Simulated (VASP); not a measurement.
# Al48CN48 (a cell with a defect) in VASP: a series of runs, part 2 of 2

VASP 6.6.1. The steps go on from the part before.

## Step 3: Single point, PBE

The input, INCAR:

```
PREC = Accurate
ENCUT = 520
EDIFF = 1E-6
ISMEAR = -1
SIGMA = 0.01
LREAL = Auto
LASPH = True
NELM = 120
ALGO = Normal
ISIF = 2
LWAVE = False
LCHARG = True
GGA = PE
LELF = True
LVHAR = True
NBANDS = 248
GGA_COMPAT = False
ISYM = -1
```

The input, KPOINTS:

```
explicit points
1
Reciprocal
  0.25000000   0.25000000   0.25000000 1
```

The input, POSCAR:

```
Al48CN48
1.0
    9.3892708200      5.4208981500      0.0000000000
   -9.3892709200      5.4208979800      0.0000000000
    0.0000000000      0.0000000000     10.0348065900
Al N C
48 48 1
Direct
   -0.0026573796      0.1654798499      0.2487043450
    0.1664183935     -0.0006489997      0.2470815932
    0.3286998420      0.3309336647      0.2498275355
    0.0027419062      0.3367166127      0.4992996083
    0.1684260898      0.1703987651      0.4992629360
    0.3291875711     -0.0036872665      0.4979298759
    0.0014539390      0.1688909011      0.7500856078
    0.1668742974      0.0015496380      0.7478386287
    0.3331454555      0.3350502857      0.7493718920
   -0.0009213613      0.3327213706      1.0007878986
    0.1662836751      0.1661966591      0.9992907098
    0.3303410556     -0.0043166681      0.9929715048
   -0.0000763194      0.6654777000      0.2488981703
    0.1641375440      0.4980604876      0.2490468528
    0.3326332500      0.8300892300      0.2481860490
    0.0014401976      0.8359183021      0.4985407497
    0.1672838664      0.6684964763      0.4993376758
    0.3319023362      0.5063152359      0.5005678939
    0.0020655474      0.6689356434      0.7505202948
    0.1671504071      0.5012456750      0.7505867634
    0.3344757499      0.8340872753      0.7473608916
    0.0002302738      0.8325070359      1.0003485279
    0.1667705915      0.6654645821      0.9991212995
    0.3329274658      0.4988981764      1.0006126087
    0.5039242308      0.1548916937      0.2190918161
    0.6676139726     -0.0042189226      0.2475490661
    0.8254550401      0.3309241950      0.2506755838
    0.5084351879      0.3744910231      0.5041120578
    0.6754399655      0.1646936990      0.4965575525
    0.8393104362      0.0056482541      0.4997520336
    0.5009272934      0.1688943724      0.7460867265
    0.6675194456     -0.0002772470      0.7465346674
    0.8351937480      0.3354250095      0.7472229716
    0.4989377666      0.3323106597      0.9960838717
    0.6708013046      0.1644355699      0.9910277703
    0.8336855041     -0.0014962848      0.9992727722
    0.5004994078      0.6635416677      0.2500403946
    0.6638154240      0.4867706800      0.2620815834
    0.8323380186      0.8295131898      0.2496945982
    0.5005562535      0.8356192181      0.4980941043
    0.6741815380      0.6861438015      0.5053526398
    0.8373173122      0.5066978094      0.5024034051
    0.5004804749      0.6688152651      0.7523209274
    0.6701468911      0.5049126487      0.7497429006
    0.8358027072      0.8364718664      0.7525903895
    0.5003744594      0.8320556918      0.9989439169
    0.6663826346      0.6637993598      1.0031685125
    0.8329790831      0.4992438964      0.9995995349
    0.0026076830      0.1712712579      0.4394902842
    0.1688428203      0.0038977431      0.4383165695
    0.3306706582      0.3407016785      0.4413277885
   -0.0037366087      0.3319754000      0.1912821122
    0.1633118570      0.1645478405      0.1898665393
    0.3282505914     -0.0077490895      0.1821827839
   -0.0001456984      0.1664808708      0.9403744771
    0.1656803941     -0.0003780816      0.9378549467
    0.3325486590      0.3325737906      0.9386042387
    0.0016743580      0.3349552939      0.6896835468
    0.1676767679      0.1684494566      0.6895566883
    0.3343289775      0.0018946426      0.6879138066
    0.0036896855      0.6705700059      0.4397207819
    0.1664120037      0.5032316578      0.4397555608
    0.3330875930      0.8330249158      0.4392292926
    0.0001135407      0.8319539537      0.1903793544
    0.1660120345      0.6646593761      0.1891505315
    0.3313015085      0.4984106462      0.1908637683
    0.0006715517      0.6665907752      0.9405747799
    0.1663718190      0.4987663159      0.9407012398
    0.3336882872      0.8310967662      0.9371141253
    0.0009293919      0.8347969059      0.6896283389
    0.1675811464      0.6678704685      0.6899402532
    0.3344124987      0.5025980778      0.6911258267
    0.4996679317      0.1365976700      0.4159370649
    0.6711073473     -0.0011268571      0.4390999428
    0.8356689693      0.3365277555      0.4425887993
    0.4875036472      0.3241672112      0.1842718127
    0.6730005665      0.1596856235      0.1779845963
    0.8333282189     -0.0036950336      0.1891093748
    0.5005591363      0.1648016449      0.9381619781
    0.6671875993     -0.0034182571      0.9354488216
    0.8344595027      0.3337317973      0.9367356427
    0.5018306690      0.3373546342      0.6886370891
    0.6665066604      0.1674676928      0.6859577151
    0.8359064736      0.0026257907      0.6901646721
    0.5011035734      0.6700407533      0.4413813022
    0.6848331401      0.5321393814      0.4517024777
    0.8402674126      0.8436498814      0.4398567088
    0.4997030886      0.8304877657      0.1897476531
    0.6653551294      0.6595216555      0.1935076658
    0.8330408153      0.4994160738      0.1896654393
    0.4999708475      0.6652196686      0.9422767559
    0.6663208827      0.4985060353      0.9395290199
    0.8335972276      0.8317574593      0.9423023668
    0.5005714131      0.8344999979      0.6884326009
    0.6681600329      0.6725774082      0.6950934168
    0.8359250570      0.5026227048      0.6921297324
    0.5639355349      0.2793007556      0.3798743868
```

Potentials or basis: VASP PAW PBE potentials, release 64 (Al, N, C).

On the command line:

```sh
cat potpaw_PBE.64/Al/POTCAR potpaw_PBE.64/N/POTCAR potpaw_PBE.64/C/POTCAR > POTCAR
mpirun -np 1 vasp_std > vasp.out
```

OUTCAR:

```text
PREC = Accurate
   ENCUT = 520
   EDIFF = 1E-6
   ISMEAR = -1
   LREAL = Auto
   LASPH = True
   NELM = 120
   ISIF = 2
   GGA = PE
   ISYM = -1

 ion  position               nearest neighbor table
   1  0.997  0.165  0.249-  53 1.90  52 1.90  78 1.90  49 1.92  30 3.05  10 3.07  36 3.08  26 3.10
                            11 3.10   4 3.11   5 3.11   3 3.11  14 3.12   2 3.15  39 3.15  27 3.17
   2  0.166  0.999  0.247-  64 1.90  53 1.90  54 1.91  50 1.92  22 3.06  11 3.08   6 3.08  16 3.09
                             3 3.11  12 3.12   5 3.13  13 3.13  39 3.14   1 3.15  15 3.15  25 3.18
   3  0.329  0.331  0.250-  76 1.88  66 1.90  53 1.90  51 1.92   5 3.05  11 3.08  24 3.08  28 3.10
                             1 3.11   2 3.11  14 3.11  37 3.12  34 3.14  18 3.14  38 3.15  25 3.31
   4  0.003  0.337  0.499-  62 1.89  49 1.89  75 1.90  58 1.91  14 3.06  29 3.07  33 3.08  20 3.09
                            18 3.09   7 3.10  30 3.11   1 3.11  17 3.12   5 3.12  27 3.13  42 3.15
   5  0.168  0.170  0.499-  51 1.90  49 1.90  50 1.91  59 1.91   3 3.05   9 3.08   8 3.09  30 3.09
                             7 3.10   1 3.11   4 3.12   2 3.13  16 3.14   6 3.14  18 3.15  28 3.21
   6  0.329  0.996  0.498-  50 1.88  63 1.89  73 1.90  60 1.91  21 3.08  16 3.08  17 3.08   8 3.08
                             2 3.08  15 3.10  31 3.11  40 3.12   5 3.14  29 3.25  25 3.33
   7  0.001  0.169  0.750-  84 1.90  58 1.90  59 1.90  55 1.91  30 3.07  11 3.08  10 3.09   5 3.10
                            36 3.10   4 3.10   9 3.11  20 3.12  45 3.12   8 3.12  33 3.12  32 3.14
   8  0.167  0.002  0.748-  70 1.90  59 1.90  56 1.91  60 1.91  12 3.05  16 3.08   6 3.08   5 3.09
                            11 3.09  45 3.11  22 3.12  19 3.12   7 3.12   9 3.13  31 3.14  21 3.15
   9  0.333  0.335  0.749-  59 1.90  57 1.90  72 1.90  82 1.92  28 3.01  34 3.07   5 3.08  24 3.08
                            11 3.10   7 3.11  18 3.12  20 3.12   8 3.13  43 3.13  31 3.14  44 3.16
  10  0.999  0.333  0.001-  81 1.90  68 1.90  55 1.91  52 1.91  14 3.07   1 3.07  35 3.08   7 3.09
                            20 3.10  33 3.11  48 3.12  23 3.12  27 3.13  11 3.13  24 3.13  36 3.14
  11  0.166  0.166  0.999-  55 1.90  57 1.90  56 1.91  53 1.91   2 3.08   3 3.08   7 3.08   8 3.09
                             9 3.10   1 3.10  36 3.12  34 3.12  24 3.12  22 3.13  10 3.13  12 3.14
  12  0.330  0.996  0.993-  69 1.89  56 1.89  54 1.90  79 1.92  25 2.90  21 3.04   8 3.05  31 3.10
                            22 3.10  23 3.10   2 3.12  46 3.13  15 3.13  11 3.14  34 3.16  35 3.20
  13  1.000  0.665  0.249-  64 1.90  90 1.90  65 1.90  61 1.92  22 3.08  42 3.08  48 3.09  17 3.09
                            23 3.09  16 3.11  39 3.11  14 3.11  15 3.12   2 3.13  27 3.14  38 3.16
  14  0.164  0.498  0.249-  65 1.89  52 1.90  66 1.90  62 1.91   4 3.06  10 3.07  18 3.09  23 3.09
[... 407 lines left out ...]
  ---------------------------------------------------
  free energy    TOTEN  =      -716.53039365 eV

  energy without entropy =     -716.53039365  energy(sigma->0) =     -716.53039365

 E-fermi :   8.3882     XC(G=0): -10.8698

 val. band max:        8.0654616231   @ k =   0.2500   0.2500   0.2500
 cond. band min:       9.1126182702   @ k =   0.2500   0.2500   0.2500
 fundamental gap:      1.0471566471
 Fermi energy:         8.3882348459

 k-point     1 :       0.2500    0.2500    0.2500
  band No.  band energies     occupation
      1     -10.4826      2.00000
      2      -8.7880      2.00000
      3      -8.5837      2.00000
      4      -8.5192      2.00000
      5      -8.3453      2.00000
      6      -8.1579      2.00000
[... 198 lines left out ...]
    205      11.7277      0.00000
    206      11.7635      0.00000
 [bands above 206 left out]

------------------------ aborting loop because EDIFF is reached ----------------------------------------

  FORCE on cell =-STRESS in cart. coord.  units (eV):
  Direction    XX          YY          ZZ          XY          YZ          ZX
  --------------------------------------------------------------------------------------
  -------------------------------------------------------------------------------------
  Total       16.7094071      8.3726795     10.2326910     -3.5518976      5.2378878     -3.6067506
  in kB       26.2077364     13.1320625     16.0493826     -5.5709455      8.2153233     -5.6569792
  external PRESSURE =      18.4630605 kB  Pullay stress =       0.0000000 kB

 VOLUME and BASIS-vectors are now :
 -----------------------------------------------------------------------------
  energy-cutoff  :      520.00
  volume of cell :     1021.51
      direct lattice vectors                 reciprocal lattice vectors
     9.389270820  5.420898150  0.000000000     0.053252270  0.092235640  0.000000000
    -9.389270920  5.420897980  0.000000000    -0.053252272  0.092235639  0.000000000
     0.000000000  0.000000000 10.034806590     0.000000000  0.000000000  0.099653141

 POSITION                                       TOTAL-FORCE (eV/Angst)
 -----------------------------------------------------------------------------------
      7.81058      6.30354      2.49570         0.014787      0.016216     -0.007743
     -7.82063      6.31952      2.47942         0.008892      0.019143     -0.007276
     -0.02097      3.57581      2.50697         0.030280      0.070304     -0.052295
     -3.13578      1.84017      5.01037         0.023739      0.013694      0.010357
     -0.01852      1.83674      5.01001         0.009361      0.007914     -0.015822
     -6.26382      7.18540      4.99663         0.074914     -0.093511      0.071311
[... 89 lines left out ...]
      3.12947      7.25613      6.94539        -0.022051     -0.014917     -0.049105
      2.67251      4.57110      3.81197         0.443551     -0.130098      0.859963
 -----------------------------------------------------------------------------------
    total drift:                                0.014409      0.009619      0.019829

  FREE ENERGIE OF THE ION-ELECTRON SYSTEM (eV)
  ---------------------------------------------------
  free  energy   TOTEN  =      -716.5303936549 eV

  energy  without entropy=     -716.5303936549  energy(sigma->0) =     -716.53039365
```

It took 7.7 min on 1 thread of Intel Xeon 6975P-C (Granite Rapids), shared host; peak memory 1.2 GiB.

Results:

| Item | Value |
| --- | --- |
| Free energy | -716.5304 eV |
| Pressure | 1.8 GPa |
| Largest force | 0.976 eV/Å |
| Band gap on the k mesh | 1.05 eV |

Forces in eV/Å, atoms in the order of the input:
```
Al   0.015  0.016 -0.008
Al   0.009  0.019 -0.007
Al   0.030  0.070 -0.052
Al   0.024  0.014  0.010
Al   0.009  0.008 -0.016
Al   0.075 -0.094  0.071
Al   0.002 -0.002  0.004
Al  -0.007 -0.007  0.014
Al  -0.040 -0.020  0.000
Al  -0.004  0.007 -0.009
Al  -0.008  0.002 -0.001
Al  -0.007  0.019  0.017
Al  -0.019 -0.031 -0.001
Al  -0.012  0.019 -0.010
Al  -0.040  0.050 -0.002
Al   0.009  0.005 -0.006
Al  -0.003 -0.031 -0.003
Al  -0.034  0.003 -0.018
Al  -0.004 -0.012 -0.007
Al  -0.007  0.001  0.004
Al   0.005 -0.014  0.022
Al  -0.006  0.000  0.000
Al  -0.013  0.000  0.008
Al  -0.016  0.005 -0.005
Al  -0.200  0.207 -0.037
Al  -0.044  0.008 -0.009
Al   0.060  0.026 -0.004
Al  -0.220  0.091  0.151
Al   0.159  0.008  0.027
Al   0.038  0.007 -0.003
Al  -0.004 -0.006  0.004
Al   0.005 -0.004  0.007
Al  -0.010  0.010 -0.014
Al  -0.087  0.018 -0.083
Al  -0.018  0.009  0.010
Al  -0.006  0.000  0.004
Al  -0.008  0.012 -0.020
Al  -0.013 -0.237 -0.161
Al   0.001 -0.008 -0.012
Al   0.003 -0.010 -0.007
Al  -0.002  0.007 -0.061
Al  -0.031 -0.048 -0.058
Al   0.002  0.002 -0.015
Al  -0.001  0.019  0.025
Al   0.002 -0.003 -0.009
Al  -0.006  0.000  0.005
Al  -0.016  0.012  0.003
Al  -0.003 -0.011  0.012
N    0.010  0.005 -0.005
N    0.022  0.016  0.006
N   -0.031  0.014 -0.027
N    0.016  0.020 -0.010
N    0.016  0.039  0.002
N   -0.043  0.104  0.010
N   -0.005 -0.001 -0.002
N   -0.007  0.002  0.004
N   -0.058 -0.023 -0.056
N    0.001 -0.001  0.001
N    0.000 -0.007 -0.018
N   -0.002 -0.020  0.044
N   -0.010 -0.026  0.000
N   -0.010 -0.014 -0.012
N    0.030 -0.058  0.006
N   -0.001  0.006 -0.004
N   -0.031  0.015  0.004
N   -0.025  0.012 -0.011
N   -0.007 -0.012 -0.003
N   -0.015  0.005 -0.004
N   -0.011  0.005  0.014
N    0.001  0.000 -0.004
N   -0.006 -0.008 -0.001
N   -0.012  0.002 -0.026
N    0.443 -0.349  0.009
N    0.080 -0.010 -0.001
N    0.034  0.001  0.005
N   -0.132  0.270 -0.179
N   -0.048  0.034 -0.001
N   -0.014  0.010  0.000
N   -0.028  0.019 -0.003
N   -0.014  0.005  0.004
N   -0.006  0.006 -0.018
N   -0.029  0.000  0.046
N    0.000 -0.002 -0.002
N    0.000 -0.001 -0.003
N   -0.001 -0.003 -0.013
N   -0.051 -0.055 -0.190
N    0.020  0.014 -0.009
N   -0.017  0.009 -0.002
N   -0.022  0.015 -0.028
N    0.001 -0.062  0.024
N   -0.006  0.004 -0.023
N   -0.013  0.031 -0.024
N   -0.008  0.005 -0.016
N   -0.004 -0.001 -0.002
N    0.014 -0.005 -0.057
N   -0.022 -0.015 -0.049
C    0.444 -0.130  0.860
```

Stress tensor (GPa, compression positive):
```
 2.62 -0.56 -0.57
-0.56  1.31  0.82
-0.57  0.82  1.60
```
